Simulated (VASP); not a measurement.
Runs of VASP 6.6.1 on InPd. The structure is that of space group Pm-3m (No. 221), or close to it. The cells are those of the table. 

| level | potentials or basis | cell | k mesh | cutoff (eV) | smearing | dipole correction | grid for exact exchange (PRECFOCK) | share of exact exchange | tolerance level | gap on the mesh (eV) | pressure (GPa) |
| --- | --- | --- | --- | --- | --- | --- | --- | --- | --- | --- | --- |
| PBE0 | VASP PAW PBE potentials, release 64 (In_d, Pd) | a = 3.250 Å, 2 atoms | 4 × 4 × 4 | 520 | fermi-dirac 0.05 eV | no | Normal | 0.25 | - | none | 2.1 |
| rSCAN | VASP PAW PBE potentials, release 64 (In_d, Pd) | a = 3.272 Å, 2 atoms | 25 × 25 × 25 | 500 | tetrahedron | - | - | - | standard | none | (c) |
| PBE0 | VASP PAW PBE potentials, release 64 (In_d, Pd) | a = 3.272 Å, 2 atoms | 4 × 4 × 4 | 520 | fermi-dirac 0.05 eV | no | Normal | 0.25 | - | none | -0.8 |
| PBEsol-based screened hybrid with 25 % exact exchange | VASP PAW PBE potentials, release 64 (In_d, Pd) | a = 3.230 Å, 2 atoms | 4 × 4 × 4 | 520 | fermi-dirac 0.05 eV | no | Normal | 0.25 | - | none | (a) |
| B3LYP | VASP PAW PBE potentials, release 64 (In_d, Pd) | a = 3.272 Å, 2 atoms | 4 × 4 × 4 | 520 | fermi-dirac 0.05 eV | no | Normal | 0.2 | - | none | (b) |
| PBE0 | VASP PAW PBE potentials, release 64 (In_d, Pd) | a = 3.228 Å, 2 atoms | 4 × 4 × 4 | 520 | fermi-dirac 0.05 eV | no | Normal | 0.25 | - | none | 5.3 |
| HSE06 | VASP PAW PBE potentials, release 64 (In_d, Pd) | a = 3.272 Å, 2 atoms | 4 × 4 × 4 | 520 | fermi-dirac 0.05 eV | no | Normal | 0.25 | - | none | -0.6 |
| PBEsol-based global hybrid with 25 % exact exchange | VASP PAW PBE potentials, release 64 (In_d, Pd) | a = 3.228 Å, 2 atoms | 4 × 4 × 4 | 520 | fermi-dirac 0.05 eV | no | Normal | 0.25 | - | none | 0.2 |
| r2SCAN | VASP PAW PBE potentials, release 64 (In_d, Pd_sv_GW) | a = 3.315 Å, 2 atoms | 8 × 8 × 8 | 590 | fermi-dirac 0.05 eV | no | - | - | - | none | -5.4 |

Alike in all rows: no spin polarisation.

Q: Fill in the values left out.

A: (a) 0.4; (b) 7.1; (c) -0.3.

Caveats: some runs use coarse meshes; the PAW data sets were made with another functional, which shifts forces and pressure a little; spin-orbit coupling is left out, which moves the levels of the heavy elements; tetrahedron occupations give inexact forces and stress in metals (at least some runs); the cell stands under tension (at least some runs).

A k mesh can miss the band edges, and the runs leave out spin-orbit coupling on In, Pd.

A gap of «none» marks levels without a gap at the run's occupations.

The runs don't all hold the same shells in valence.
